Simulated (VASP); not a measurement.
# Se (R-3) in VASP: a series of runs, part 2 of 2

VASP 6.6.1. The steps go on from the part before.

## 4. Electric field gradients, PBEsol (equal xx and yy strain of -2 %)

File INCAR:

```
SYSTEM = Se
PREC = Accurate
ENCUT = 520
EDIFF = 1E-8
ISMEAR = -1
SIGMA = 0.01
LREAL = .FALSE.
LASPH = .TRUE.
NELM = 60
ALGO = Normal
ISIF = 2
LWAVE = .FALSE.
LCHARG = .FALSE.
GGA = PS
LEFG = .TRUE.
NBANDS = 27
```

File KPOINTS:

```
Automatic mesh
0
G
  6 6 6
  0 0 0
```

File POSCAR:

```
Se
1.0
    5.5673798647      3.2143282635      1.4763300000
   -5.5673798647      3.2143282635      1.4763300000
    0.0000000000     -6.4286565271      1.4763300000
Se
6
Direct
    0.2806600000      0.1625100000      0.9181800000
    0.9181800000      0.2806600000      0.1625100000
    0.1625100000      0.9181800000      0.2806600000
    0.7193400000      0.8374900000      0.0818200000
    0.0818200000      0.7193400000      0.8374900000
    0.8374900000      0.0818200000      0.7193400000
```

Potentials or basis: VASP PAW PBE potentials, release 64 (Se).

Started as:

```sh
$ cat potpaw_PBE.64/Se/POTCAR > POTCAR
$ mpirun -np 1 vasp_std > vasp.out
```

OUTCAR:

```text
SYSTEM = Se
   PREC = Accurate
   ENCUT = 520
   EDIFF = 1E-8
   ISMEAR = -1
   LREAL = .FALSE.
   LASPH = .TRUE.
   NELM = 60
   ISIF = 2
   GGA = PS

 ion  position               nearest neighbor table
   1  0.281  0.163  0.918-   5 2.32   6 2.32
   2  0.918  0.281  0.163-   4 2.32   6 2.32
   3  0.163  0.918  0.281-   4 2.32   5 2.32
   4  0.719  0.837  0.082-   2 2.32   3 2.32
   5  0.082  0.719  0.837-   1 2.32   3 2.32
   6  0.837  0.082  0.719-   1 2.32   2 2.32

  LATTYP: Found a trigonal (rhomboedric) cell.
 ALAT       =     6.5959968930
 COS(alpha) =    -0.4248554887

  Lattice vectors:

 A1 = (   5.5673798647,   3.2143282635,   1.4763300000)
 A2 = (  -5.5673798647,   3.2143282635,   1.4763300000)
 A3 = (   0.0000000000,  -6.4286565271,   1.4763300000)

Analysis of symmetry for initial positions (statically):
=====================================================================
 Subroutine PRICEL returns:
 Original cell was already a primitive cell.

 Routine SETGRP: Setting up the symmetry group for a
 trigonal (rhombohedral) supercell.

 Subroutine GETGRP returns: Found  6 space group operations
 (whereof  6 operations were pure point group operations)
 out of a pool of 12 trial point group operations.

The static configuration has the point symmetry S_6 .

Analysis of symmetry for dynamics (positions and initial velocities):
=====================================================================
 Subroutine PRICEL returns:
 Original cell was already a primitive cell.

 Routine SETGRP: Setting up the symmetry group for a
[... 897 lines left out ...]
  Total        3.8443162      3.8443162      1.9438950      0.0000007     -0.0000000      0.0000000
  in kB       38.8556253     38.8556253     19.6475137      0.0000066     -0.0000000      0.0000000
  external PRESSURE =      32.4529215 kB  Pullay stress =       0.0000000 kB

 VOLUME and BASIS-vectors are now :
 -----------------------------------------------------------------------------
  energy-cutoff  :      520.00
  volume of cell :      158.52
      direct lattice vectors                 reciprocal lattice vectors
     5.567379865  3.214328264  1.476330000     0.089808853  0.051851165  0.225785111
    -5.567379865  3.214328264  1.476330000    -0.089808853  0.051851165  0.225785111
     0.000000000 -6.428656527  1.476330000     0.000000000 -0.103702331  0.225785111

 POSITION                                       TOTAL-FORCE (eV/Angst)
 -----------------------------------------------------------------------------------
      0.65779     -4.47817      2.00980         0.274851      0.728727      0.604666
      3.54932      2.80874      2.00980        -0.768522     -0.126336      0.604666
     -4.20710      1.66943      2.00980         0.493671     -0.602391      0.604666
     -0.65779      4.47817      2.41919        -0.274851     -0.728727     -0.604666
     -3.54932     -2.80874      2.41919         0.768522      0.126336     -0.604666
      4.20710     -1.66943      2.41919        -0.493671      0.602391     -0.604666
 -----------------------------------------------------------------------------------
    total drift:                                0.000000     -0.000000     -0.000000

  FREE ENERGIE OF THE ION-ELECTRON SYSTEM (eV)
  ---------------------------------------------------
  free  energy   TOTEN  =       -22.6386909215 eV

  energy  without entropy=      -22.6386909215  energy(sigma->0) =      -22.63869092

 Electric field gradients (V/A^2)
---------------------------------------------------------------------
 ion       V_xx      V_yy      V_zz      V_xy      V_xz      V_yz
---------------------------------------------------------------------
   1     300.330  -111.832  -188.499  -131.221   138.378   332.840
   2    -122.432   310.931  -188.499  -112.861  -357.437   -46.581
   3     104.850    83.649  -188.499   244.082   219.059  -286.259
   4     300.330  -111.832  -188.499  -131.221   138.378   332.840
   5    -122.432   310.931  -188.499  -112.861  -357.437   -46.581
   6     104.850    83.649  -188.499   244.082   219.059  -286.259
---------------------------------------------------------------------

 Electric field gradients after diagonalization (V/A^2)
 (convention: |V_zz| > |V_xx| > |V_yy|)
----------------------------------------------------------------------
 ion       V_xx      V_yy      V_zz     asymmetry (V_yy - V_xx)/ V_zz
----------------------------------------------------------------------
   1     344.345   184.672  -529.017       0.302
   2     344.345   184.672  -529.017       0.302
   3     344.345   184.672  -529.017       0.302
   4     344.345   184.672  -529.017       0.302
   5     344.345   184.672  -529.017       0.302
   6     344.345   184.672  -529.017       0.302
----------------------------------------------------------------------

           NMR quadrupolar parameters

 Cq : quadrupolar parameter    Cq=e*Q*V_zz/h
 eta: asymmetry parameters     (V_yy - V_xx)/ V_zz
 Q  : nuclear electric quadrupole moment in mb (millibarn)
----------------------------------------------------------------------
 ion       Cq(MHz)       eta       Q (mb)
----------------------------------------------------------------------
   1      -1.279       0.302       1.000
   2      -1.279       0.302       1.000
   3      -1.279       0.302       1.000
   4      -1.279       0.302       1.000
   5      -1.279       0.302       1.000
   6      -1.279       0.302       1.000
----------------------------------------------------------------------
```

Wall time 6.3 min (1 thread of AMD EPYC 7R13, shared host); peak memory 0.36 GiB.

Results:

| Item | Value |
| --- | --- |
| Free energy | -22.6387 eV |
| Pressure | 3.2 GPa |
| Largest force | 0.986 eV/Å |
| Band gap on the k mesh | 1.33 eV (least direct gap 1.56 eV) |
| Largest electric field gradient by atom | Se -529.0 V/Å² |

Forces in eV/Å, atoms in the order of the input:
```
Se   0.275  0.729  0.605
Se  -0.769 -0.126  0.605
Se   0.494 -0.602  0.605
Se  -0.275 -0.729 -0.605
Se   0.769  0.126 -0.605
Se  -0.494  0.602 -0.605
```

Stress tensor (GPa, compression positive):
```
3.89 0.00 0.00
0.00 3.89 0.00
0.00 0.00 1.96
```

Levels at points of the mesh, in eV from the valence-band top:
```csv
k point,band 14,band 15,band 16,band 17,band 18,band 19,band 20,band 21,band 22,band 23
"(0.00, 0.00, 0.00)",-1.39,-0.76,-0.76,-0.68,-0.68,1.95,1.95,2.84,2.90,2.90
"(0.50, 0.00, 0.00)",-1.53,-1.33,-0.83,-0.31,-0.30,1.86,2.01,2.81,3.22,3.33
"(0.50, 0.50, 0.00)",-1.55,-1.50,-1.21,-0.93,-0.28,1.59,1.82,2.37,3.19,3.55
"(0.50, 0.50, 0.50)",-1.53,-1.53,-1.29,-1.29,0.00,1.57,1.57,1.92,3.70,4.54
```

Electric field gradients, principal values (V/Å²):
```
atom    least   middle  greatest (by size)
1 Se  184.672  344.345            -529.017
2 Se  184.672  344.345            -529.017
3 Se  184.672  344.345            -529.017
4 Se  184.672  344.345            -529.017
5 Se  184.672  344.345            -529.017
6 Se  184.672  344.345            -529.017
```

Caveat: the cell differs from its parent crystal (equal xx and yy strain of -2 %); the cell stands under pressure; this functional lacks dispersion, which holds the molecules together, so the pressure and a relaxed volume are unreliable; without QUAD_EFG the Cq values of the log hold for a quadrupole moment of 1 mb, not for the nuclei; the PAW data sets were made with another functional, which shifts forces and pressure a little. A k mesh can miss the band edges.
